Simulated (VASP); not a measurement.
Input of a VASP 6.6.1 run:

Contents of INCAR:

```
PREC = Accurate ; ENCUT = 520
EDIFF = 1E-6 ; ISMEAR = -1
SIGMA = 0.08 ; LREAL = False
LASPH = True ; NELM = 80
ALGO = Normal ; ISIF = 2
LWAVE = False ; LCHARG = True
GGA = PE ; LELF = True
LVHAR = True ; NBANDS = 20
```

KPOINTS

```
Automatic mesh
0
Gamma
  15 15 8
```

The input POSCAR:

```
Nb
1.0
    2.8875250571      0.0000000000      0.0000000000
   -1.4437625285      2.5006700535      0.0000000000
    0.0000000000      0.0000000000      5.2862943585
Nb
2
Direct
    0.3333333333      0.6666666667      0.2500000000
    0.6666666667      0.3333333333      0.7500000000
```

Potentials or basis: VASP PAW PBE potentials, release 64 (Nb_sv).

Launch:

```bash
$ cat potpaw_PBE.64/Nb_sv/POTCAR > POTCAR
$ mpirun -np 1 vasp_std > vasp.out
```

Question: What does it give for the pressure?

Answer: -3.6 GPa.

Question: What does it give for the band gap on the k mesh?

Answer: Zero (bands 13 and 14 overlap by 2.58 eV).

Caveat: the cell stands under tension.
